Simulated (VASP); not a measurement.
A run of VASP 6.6.1:

Contents of INCAR:

```
PREC = Accurate
ENCUT = 520
EDIFF = 1E-6
ISMEAR = 0
SIGMA = 0.1
LREAL = F
LASPH = T
NELM = 80
ALGO = Fast
ISIF = 2
LWAVE = F
LCHARG = F
GGA = PE
NBANDS = 40
```

The input KPOINTS:

```
Automatic mesh
0
Gamma
  3 3 6
```

Contents of POSCAR:

```
Zr3NbTe2
1.0
    5.8839172731      0.0000000000      0.0000000000
   -2.9419586366      5.0956218323      0.0000000000
    0.0000000000      0.0000000000      4.7472631454
Zr Nb Te
3 1 2
Direct
    0.5000000000      0.0000000000      0.5000000000
    0.5000000000      0.5000000000      0.5000000000
    0.0000000000      0.5000000000      0.5000000000
    0.0000000000      0.0000000000      0.0000000000
    0.3333333333      0.6666666667      0.0000000000
    0.6666666667      0.3333333333      0.0000000000
```

Potentials or basis: VASP PAW PBE potentials, release 64 (Zr_sv, Nb_sv, Te).

Command:

```bash
$ cat potpaw_PBE.64/Zr_sv/POTCAR potpaw_PBE.64/Nb_sv/POTCAR potpaw_PBE.64/Te/POTCAR > POTCAR
$ mpirun -np 1 vasp_std > vasp.out
```

Hardware: 1 thread of Intel(R) Xeon(R) Platinum 8175M CPU @ 2.50GHz (Skylake/Cascade Lake), on a shared host.

Q: How long does it take, and how much memory?

A: Run time: 4.6 min on 1 thread of Intel(R) Xeon(R) Platinum 8175M CPU @ 2.50GHz (Skylake/Cascade Lake), with other jobs on the host, peak memory 0.31 GiB. Counts: scf iterations 34, k points 12.
